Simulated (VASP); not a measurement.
CO2: single point with r2SCAN

The system is CO2.

```
C O
1.0
     5.57527    0.00000    0.00000
     0.00000    5.57527    0.00000
     0.00000    0.00000    5.57527
C O
4 8
Cartesian
  0.0000 0.0000 0.0000
  2.7876 0.0000 2.7876
  2.7876 2.7876 0.0000
  0.0000 2.7876 2.7876
  0.6698 0.6698 0.6698
  2.1178 4.9054 3.4575
  3.4575 2.1178 4.9054
  4.9054 3.4575 2.1178
  4.9054 4.9054 4.9054
  3.4575 0.6698 2.1178
  2.1178 3.4575 0.6698
  0.6698 2.1178 3.4575
```

```
Program             : VASP 6.6.1
Task                : single point
Functional          : r2SCAN
Potentials or basis : VASP PAW PBE potentials, release 64 (C, O)
Cutoff              : 520 eV
k mesh              : 4 × 4 × 4
Occupations         : gaussian, width 0.02 eV
Spin                : no spin polarisation
```

- Pressure: 1.9 GPa
- Largest force: 0.785 eV/Å
- Band gap on the k mesh: 7.50 eV

Forces on the atoms (eV/Å):
```
C    0.000  0.000  0.000
C    0.000  0.000  0.000
C    0.000  0.000  0.000
C    0.000  0.000  0.000
O    0.453  0.453  0.453
O   -0.453 -0.453  0.453
O    0.453 -0.453 -0.453
O   -0.453  0.453 -0.453
O   -0.453 -0.453 -0.453
O    0.453  0.453 -0.453
O   -0.453  0.453  0.453
O    0.453 -0.453  0.453
```

Levels at points of the mesh, in eV from the valence-band top:
```csv
k point,band 28,band 29,band 30,band 31,band 32,band 33,band 34,band 35,band 36,band 37
"(0.00, 0.00, 0.00)",-0.20,-0.20,-0.20,0.00,0.00,7.50,8.83,8.83,8.83,9.12
"(0.50, 0.00, 0.00)",-0.37,-0.31,-0.31,-0.08,-0.08,8.76,8.76,8.97,8.97,9.22
"(0.50, 0.50, 0.00)",-0.34,-0.29,-0.29,-0.29,-0.29,8.75,8.75,8.75,8.75,9.51
"(0.50, 0.50, 0.50)",-0.34,-0.33,-0.33,-0.33,-0.33,8.76,8.76,8.76,8.76,9.75
```

It took 5.7 min on 1 thread of Intel(R) Xeon(R) Platinum 8259CL CPU @ 2.50GHz (Skylake/Cascade Lake) (shared host), peak memory 0.3 GiB.

Caveat: the PAW data sets were made with another functional, which shifts forces and pressure a little. A k mesh can miss the band edges.
